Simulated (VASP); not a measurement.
Set up this calculation in VASP 6.6.1, as the native input.

```yaml
Task: single point
Functional: PBE
Potentials_or_basis: VASP PAW PBE potentials, release 64 (B, N)
Cutoff: 520 eV
k_mesh: 11 × 11 × 4
Occupations: fermi-dirac, width 0.02 eV
Spin: no spin polarisation
Dipole_correction: no
Further_INCAR_settings: ALGO = Normal; EDIFF = 1e-06; NBANDS = 16
```

The structure of BN lies in POSCAR:

```
BN
1.0
    2.5205749141      0.0000000000      0.0000000000
   -1.2602874571      2.1828819078      0.0000000000
    0.0000000000      0.0000000000      6.7053151929
B N
2 2
Direct
    0.3333333333      0.6666666667      0.2500000000
    0.6666666667      0.3333333333      0.7500000000
    0.3333333333      0.6666666667      0.7500000000
    0.6666666667      0.3333333333      0.2500000000
```

This cell differs from its parent crystal: volume scaled by 1.02.

One way to write it, as run:

INCAR

```
  PREC = Accurate
  ENCUT = 520
  EDIFF = 1E-6
  ISMEAR = -1
  SIGMA = 0.02
  LREAL = F
  LASPH = T
  NELM = 80
  ALGO = Normal
  ISIF = 2
  LWAVE = F
  LCHARG = F
  GGA = PE
  NBANDS = 16
```

KPOINTS

```
regular mesh
0
Gamma
  11 11 4
```

Potentials or basis: VASP PAW PBE potentials, release 64 (B, N).

Command:

```sh
$ cat potpaw_PBE.64/B/POTCAR potpaw_PBE.64/N/POTCAR > POTCAR
$ mpirun -np 1 vasp_std > vasp.out
```

Results of the run:

| Item | Value |
| --- | --- |
| Pressure | -1.3 GPa |
| Band gap on the k mesh | 4.31 eV, indirect (least direct gap 4.62 eV) |

Caveat: this functional lacks dispersion, which binds the layers, so the pressure and a relaxed spacing across them are unreliable.

Run time: 11 s on 1 thread of Intel(R) Xeon(R) 6975P-C (Granite Rapids) (shared host), peak memory 0.15 GiB.
